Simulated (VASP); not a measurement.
Wanted: the native input for a VASP 6.6.1 run.

```
Task                   : single point
Functional             : LDA
Potentials or basis    : VASP PAW LDA potentials, release 64 (La, B, Pd)
Cutoff                 : 520 eV
k mesh                 : 6 × 6 × 6
Occupations            : methfessel-paxton, width 0.1 eV
Spin                   : no spin polarisation
Dipole correction      : no
Further INCAR settings : ALGO = Normal; EDIFF = 1e-06; NBANDS = 30
```

The structure of LaBPd3 lies in POSCAR:

```
LaBPd3
1.0
    4.2290000000      0.0000000000      0.0000000000
    0.0000000000      4.2290000000      0.0000000000
    0.0000000000      0.0000000000      4.2290000000
La B Pd
1 1 3
Direct
    0.0000000000      0.0000000000      0.0000000000
    0.5000000000      0.5000000000      0.5000000000
    0.0000000000      0.5000000000      0.5000000000
    0.5000000000      0.0000000000      0.5000000000
    0.5000000000      0.5000000000      0.0000000000
```

One way to write it, as run:

INCAR

```
ALGO     = Normal         # electronic algorithm
EDIFF    = 1E-6           # SCF threshold, eV
ENCUT    = 520            # plane-wave cutoff, eV
GGA      = CA             # functional
ISIF     = 2              # what is computed and relaxed
ISMEAR   = 1              # smearing method
LASPH    = T              # aspherical terms in the spheres
LCHARG   = T              # write CHGCAR
LELF     = T              # ELF
LREAL    = F              # projectors in reciprocal space
LVHAR    = T            
LWAVE    = F              # write WAVECAR
NBANDS   = 30             # bands
NELM     = 60             # most SCF steps
PREC     = Accurate       # precision mode
SIGMA    = 0.1            # smearing width, eV
```

KPOINTS

```
k-points
0
Gamma
  6 6 6
```

Potentials or basis: VASP PAW LDA potentials, release 64 (La, B, Pd).

Run with:

```sh
$ cat potpaw_LDA.64/La/POTCAR potpaw_LDA.64/B/POTCAR potpaw_LDA.64/Pd/POTCAR > POTCAR
$ mpirun -np 1 vasp_std > vasp.out
```

It gave:

```json
{"Pressure": "10.6 GPa", "Band gap on the k mesh": "zero (band 22 reaches 11.33 eV, above the bottom of band 23 at 9.58 eV)"}
```

Caveat: spin-orbit coupling is left out, which moves the levels of the heavy elements.

Wall time 47 s on 1 thread of Intel(R) Xeon(R) Platinum 8375C CPU @ 2.90GHz (Ice Lake), with other jobs on the host, peak memory 0.19 GiB.
